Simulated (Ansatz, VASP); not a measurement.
## One calculation of CuO, two programs

File INCAR:

```
SYSTEM = CuO
PREC     = Accurate       ! precision mode
ENCUT    = 600            ! plane-wave cutoff, eV
EDIFF    = 1E-7           ! SCF threshold, eV
ISMEAR   = -1             ! smearing method
SIGMA    = 0.05           ! smearing width, eV
LREAL    = .FALSE.        ! projectors in reciprocal space
LASPH    = .TRUE.         ! aspherical terms in the spheres
NELM     = 80             ! most SCF steps
ALGO     = Normal         ! electronic algorithm
ISIF     = 3              ! what is computed and relaxed
LWAVE    = .FALSE.        ! write WAVECAR
LCHARG   = .FALSE.        ! write CHGCAR
GGA      = CA             ! functional
IBRION   = 2              ! ionic algorithm
NSW      = 60             ! ionic steps
EDIFFG   = -0.01          ! ionic threshold
```

The input KPOINTS:

```
Automatic mesh
0
G
  7 7 7
  0 0 0
```

POSCAR

```
CuO
1.0
    4.1609370000      0.0000000000      0.0000000000
    0.0000000000      4.1609370000      0.0000000000
    0.0000000000      0.0000000000      3.8876430000
Cu O
3 3
Direct
    0.5000000000      0.0000000000      0.5000000000
    0.0000000000      0.5000000000      0.5000000000
    0.0000000000      0.0000000000      0.0000000000
    0.0000000000      0.0000000000      0.5000000000
    0.5000000000      0.0000000000      0.0000000000
    0.0000000000      0.5000000000      0.0000000000
```

The input input.yaml:

```yaml
crystal:
  lattice:
    - [4.160937, 0.0, 0.0]
    - [0.0, 4.160937, 0.0]
    - [0.0, 0.0, 3.887643]
  atoms:
    - { symbol: Cu, position: [0.5, 0.0, 0.5] }
    - { symbol: Cu, position: [0.0, 0.5, 0.5] }
    - { symbol: Cu, position: [0.0, 0.0, 0.0] }
    - { symbol: O, position: [0.0, 0.0, 0.5] }
    - { symbol: O, position: [0.5, 0.0, 0.0] }
    - { symbol: O, position: [0.0, 0.5, 0.0] }
hamiltonian:
  xc: lda
  pseudopotentials: { kind: paw }
kpoints:
  mp_grid: { grid: [7, 7, 7] }
scf:
  occupations: { method: fermi_dirac, width: 0.05 }
output:
  forces: true
  stress: true
  eigenvalues: true
  write_density: true
  write_potential: true
  elf: true
  volumetric_format: npy
relax:
  f_tol: 0.01
  max_steps: 40
  cell: { stress_tol: 0.05 }
```

Alike in both runs: task relaxation of cell and atoms; functional LDA; k mesh 7 × 7 × 7; occupations fermi-dirac, width 0.05 eV; no spin polarisation.

|  | VASP | Ansatz |
| --- | --- | --- |
| version | VASP 6.6.1 | Ansatz 0.2.0 |
| potentials or method | VASP PAW LDA potentials, release 64 (Cu, O) | Ansatz PAW |
| plane-wave cutoff (eV) | 600 | 420 |
| valence electrons in the cell | 51 | 75 |

|  | VASP | Ansatz | Ansatz less VASP |
| --- | --- | --- | --- |
| gap on the k mesh at the Fermi level, each at its own relaxed structure (eV) | none | none | - |
| relaxed volume (Å³/atom) | 10.39 | 10.37 | -0.019 |
| relaxed cell length with the largest relative difference (Å) | 3.819 | 3.807 | -0.0120 |

LDA's correlation is that of Perdew and Zunger in VASP and of Perdew and Wang (1992) in Ansatz. A gap of «none» marks a metal or a gap that the smearing closes. VASP's potentials hold 51 valence electrons a cell and Ansatz's 75, so a difference there can come from the potentials and not from the codes.

Noted on Ansatz's run: the plane-wave basis is chosen anew once the cell has moved, so the energies of steps on either side of that aren't comparable.
